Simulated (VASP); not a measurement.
Input of a VASP 6.6.1 run:

Contents of INCAR:

```
SYSTEM = Sb
  PREC = Accurate
  ENCUT = 600
  EDIFF = 1E-6
  ISMEAR = 0
  SIGMA = 0.1
  LREAL = .FALSE.
  LASPH = .TRUE.
  NELM = 60
  ALGO = Normal
  ISIF = 3
  LWAVE = .FALSE.
  LCHARG = .FALSE.
  GGA = PS
  IBRION = 2
  NSW = 80
  EDIFFG = -0.05
```

Contents of KPOINTS:

```
Automatic mesh
0
G
  8 8 8
  0 0 0
```

POSCAR

```
Sb
1.0
    0.0000000000      2.2033871506      2.2033871506
    2.2033871506      0.0000000000      2.2033871506
    2.2033871506      2.2033871506      0.0000000000
Sb
1
Direct
    0.0000000000      0.0000000000      0.0000000000
```

Potentials or basis: VASP PAW PBE potentials, release 64 (Sb).

Command:

```console
$ cat potpaw_PBE.64/Sb/POTCAR > POTCAR
$ mpirun -np 1 vasp_std > vasp.out
```

Problem. Predict the relaxed volume.

Solution. 26.53 Å³/atom.

Problem. Estimate the relaxed cell.

Solution. a = 3.348 Å, b = 3.348 Å, c = 3.348 Å, α = 60.00°, β = 60.00°, γ = 60.00°.

Problem. What does it give for the space group after relaxing (to 0.05 Å)?

Solution. Fm-3m (No. 225).

Step by step:
```
step  energy change (eV)  largest force (eV/Å)  pressure (GPa)  volume (Å³)
   1              0.0000                0.0000           22.57        21.39
   2             -0.1057                0.0000           -8.85        32.15
   3             -0.2936                0.0000           -0.19        26.53
```

Caveat: the volume moved by over 15 % at a fixed basis, so the end points are rough; the PAW data sets were made with another functional, which shifts forces and pressure a little.
